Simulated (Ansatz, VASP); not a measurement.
**One calculation of WS2, two programs**

Contents of POSCAR:

```
WS2
1.0
    1.5316303727      0.8842872080      5.9784301000
   -1.5316303727      0.8842872080      5.9784301000
    0.0000000000     -1.7685744160      5.9784301000
W S
1 2
Direct
    0.0000000000      0.0000000000      0.0000000000
    0.7503000000      0.7503000000      0.7503000000
    0.5810000000      0.5810000000      0.5810000000
```

Contents of INCAR.step1:

```
ALGO = Normal ; EDIFF = 1E-4
ENCUT = 520 ; GGA = PE
ISMEAR = 0 ; LASPH = True
LCHARG = False ; LREAL = False
LWAVE = True ; NBANDS = 20
NELM = 60 ; PREC = Accurate
SIGMA = 0.05
```

File INCAR.step2:

```
ALGO = Normal ; EDIFF = 1E-6
ENCUT = 520 ; ISIF = 2
ISMEAR = 0 ; ISTART = 1
LASPH = True ; LCHARG = False
LMIXTAU = True ; LREAL = False
LWAVE = False ; METAGGA = R2SCAN
NBANDS = 20 ; NELM = 60
PREC = Accurate ; SIGMA = 0.05
```

Contents of KPOINTS:

```
k-points
0
Gamma
  12 12 12
```

Input for Ansatz:

```yaml
crystal:
  lattice:
    - [1.5316303727, 0.884287208, 5.9784301]
    - [-1.5316303727, 0.884287208, 5.9784301]
    - [0.0, -1.768574416, 5.9784301]
  atoms:
    - { symbol: W, position: [0.0, 0.0, 0.0] }
    - { symbol: S, position: [0.7503, 0.7503, 0.7503] }
    - { symbol: S, position: [0.581, 0.581, 0.581] }
basis:
  ecutwfc: 500
kpoints:
  mp_grid: { grid: [12, 12, 12] }
hamiltonian:
  xc: r2scan
scf:
  occupations: { method: gaussian, width: 0.05 }
output:
  forces: true
  stress: true
  eigenvalues: true
```

Change from the starting cell: strain -0.030 along x and y, -0.030 along z, atoms carried along.

Alike in both runs: task single point; functional r2SCAN; k mesh 12 × 12 × 12; occupations gaussian, width 0.05 eV; no spin polarisation.

```csv
,VASP,Ansatz
version,VASP 6.6.1,Ansatz 0.2.0
potentials or method,"VASP PAW PBE potentials, release 64 (W_sv, S), cutoff 520 eV","scalar-relativistic, plane waves, PAW"
valence electrons in the cell,26,26
```

```csv
,VASP,Ansatz,Ansatz less VASP
gap on the k mesh at the Fermi level (eV),1.06,1.04,-0.017
least direct gap on the mesh (eV),2.27,2.27,-0.004
pressure (GPa),22.6,22.3,-0.29
"traceless stress, the component that is largest in VASP (GPa)",0.07,0.17,+0.094
rms of the force components (eV/Å),0.920,0.907,-0.0129
```

VASP's potentials were made for PBE, not for r2SCAN. Atom by atom the forces differ by 0.014 eV/Å (rms over components).

Spin-orbit coupling is off throughout.
